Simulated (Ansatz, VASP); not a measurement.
LiHF2 in VASP and in Ansatz

```xyz
4
Lattice="1.4644 0.8455 4.2647 -1.4644 0.8455 4.2647 0.0000 -1.6910 4.2647" Properties=species:S:1:pos:R:3 pbc="T T T"
Li    0.0000    0.0000    0.0000
H     0.0000    0.0000    6.3970
F     0.0000    0.0000    5.2777
F     0.0000    0.0000    7.5163
```

Change from the starting cell: strain +0.015 along x and y, -0.015 along z, atoms carried along.

Alike in both runs: task single point; functional LDA; k mesh 9 × 9 × 9; occupations gaussian, width 0.05 eV; no spin polarisation.

```csv
,VASP,Ansatz
version,VASP 6.6.1,Ansatz 0.2.0
potentials or method,"VASP PAW LDA potentials, release 64 (Li_sv, H, F), cutoff 520 eV","scalar-relativistic, plane waves, PAW"
valence electrons in the cell,18,18
```

|  | VASP | Ansatz | Ansatz less VASP |
| --- | --- | --- | --- |
| gap on the k mesh at the Fermi level (eV) | 8.22 | 8.26 | +0.037 |
| least direct gap on the mesh (eV) | 8.41 | 8.44 | +0.031 |
| rms of the force components (eV/Å) | 0.237 | 0.197 | -0.0402 |

LDA's correlation is that of Perdew and Zunger in VASP and of Perdew and Wang (1992) in Ansatz. Atom by atom the forces differ by 0.040 eV/Å (rms over components).

Noted on VASP's run: the cutoff is short for stress, so the pressure is rough.
